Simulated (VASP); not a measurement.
The system is Ga4SbAs3.

```
CELL_PARAMETERS angstrom
5.76978 0.00000 0.00000
0.00000 -5.76978 0.00000
0.00000 0.00000 -5.76978
ATOMIC_POSITIONS crystal
Ga 0.00000 0.50000 0.50000
Ga 0.50000 0.00000 0.50000
Ga 0.50000 0.50000 0.00000
Ga 0.00000 0.00000 0.00000
Sb 0.25000 0.25000 0.25000
As 0.75000 0.75000 0.25000
As 0.75000 0.25000 0.75000
As 0.25000 0.75000 0.75000
```

| Quantity | Value |
| --- | --- |
| Program | VASP 6.6.1 |
| Task | relaxation of cell and atoms |
| Functional | PBEsol |
| Potentials or basis | VASP PAW PBE potentials, release 64 (Ga_d, Sb, As) |
| Cutoff | 600 eV |
| k mesh | 4 × 4 × 4 |
| Occupations | gaussian, width 0.1 eV |
| Spin | no spin polarisation |

At the start: pressure 0.8 GPa; volume 24.01 Å³/atom.

Question: How do energy, volume and symmetry change on relaxing?

Answer: Over 4 steps the energy falls by 25.9 meV/atom and the volume is 24.04 Å³/atom (+0.1 %); space group P-43m (No. 215, to 0.1 Å) before and after.

Step by step:
| step | energy change (eV) | largest force (eV/Å) | pressure (GPa) | volume (Å³) |
| --- | --- | --- | --- | --- |
| 1 | 0.0000 | 1.2628 | 0.76 | 192.08 |
| 2 | -0.1894 | 0.3151 | -0.60 | 195.27 |
| 3 | -0.1987 | 0.0744 | -0.89 | 196.20 |
| 4 | -0.2075 | 0.0225 | 0.28 | 192.36 |

Final structure:
```
Ga Sb As
1.0
     5.77257    0.00000    0.00000
     0.00000   -5.77257    0.00000
     0.00000    0.00000   -5.77257
Ga Sb As
4 1 3
Direct
  0.99132 0.50868 0.50868
  0.50868 0.99132 0.50868
  0.50868 0.50868 0.99132
  0.99132 0.99132 0.99132
  0.25000 0.25000 0.25000
  0.75000 0.75000 0.25000
  0.75000 0.25000 0.75000
  0.25000 0.75000 0.75000
```

Caveat: the PAW data sets were made with another functional, which shifts forces and pressure a little.
